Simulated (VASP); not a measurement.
Wanted: the native input for a VASP 6.6.1 run.

```yaml
Task: single point
Functional: PBEsol
Potentials_or_basis: VASP PAW PBE potentials, release 64 (Mg, S)
Cutoff: 600 eV
k_mesh: 8 × 8 × 8
Occupations: gaussian, width 0.02 eV
Spin: no spin polarisation
Dipole_correction: no
Further_INCAR_settings: ALGO = Normal; EDIFF = 1e-06; NBANDS = 11
```

The structure of MgS lies in POSCAR:

```
MgS
1.0
    0.0000000000      2.8257734853      2.8257734853
    2.8257734853      0.0000000000      2.8257734853
    2.8257734853      2.8257734853      0.0000000000
Mg S
1 1
Direct
    0.0000000000      0.0000000000      0.0000000000
    0.2500000000      0.2500000000      0.2500000000
```

These files were run (other wordings do the same):

INCAR

```
SYSTEM = MgS
  PREC = Accurate
  ENCUT = 600
  EDIFF = 1E-6
  ISMEAR = 0
  SIGMA = 0.02
  LREAL = .FALSE.
  LASPH = .TRUE.
  NELM = 120
  ALGO = Normal
  ISIF = 2
  LWAVE = .FALSE.
  LCHARG = .FALSE.
  GGA = PS
  NBANDS = 11
  GGA_COMPAT = .FALSE.
```

KPOINTS

```
Automatic mesh
0
G
  8 8 8
  0 0 0
```

Potentials or basis: VASP PAW PBE potentials, release 64 (Mg, S).

Run with:

```console
$ cat potpaw_PBE.64/Mg/POTCAR potpaw_PBE.64/S/POTCAR > POTCAR
$ mpirun -np 1 vasp_std > vasp.out
```

Results of the run:

| Property | Result |
| --- | --- |
| Pressure | -0.1 GPa |
| Band gap on the k mesh | 3.32 eV |

Caveat: the PAW data sets were made with another functional, which shifts forces and pressure a little.

Wall time 9.7 s on 1 thread of Intel(R) Xeon(R) Platinum 8488C (Sapphire Rapids), with other jobs on the host, peak memory 0.18 GiB.
